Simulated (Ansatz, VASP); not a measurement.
ZnS: VASP beside Ansatz

```
Zn S
1.0
     1.90307    1.09874    9.35195
    -1.90307    1.09874    9.35195
     0.00000   -2.19748    9.35195
Zn S
3 3
Direct
  0.99997 0.99997 0.99997
  0.22227 0.22227 0.22227
  0.44461 0.44461 0.44461
  0.08327 0.08327 0.08327
  0.52784 0.52784 0.52784
  0.30536 0.30536 0.30536
```

Alike in both runs: task single point; functional LDA; k mesh 6 × 6 × 6; no spin polarisation; Hubbard terms Zn d U = 6.0 eV.

|  | VASP | Ansatz |
| --- | --- | --- |
| version | VASP 6.6.1 | Ansatz 0.2.0 |
| potentials or method | VASP PAW LDA potentials, release 64 (Zn, S), cutoff 500 eV | plane waves, PAW |
| occupations | gaussian, width 0.01 eV | fixed |
| valence electrons in the cell | 54 | 54 |

Ansatz gave:

```
gap on the k mesh at the Fermi level (eV) : 2.13
```

Problem. What did VASP give for the same quantities?

Solution. gap on the k mesh at the Fermi level (eV): 2.34.

LDA's correlation is that of Perdew and Zunger in VASP and of Perdew and Wang (1992) in Ansatz. The programs project onto different local orbitals, so the same U acts differently, and such runs can settle in different states.
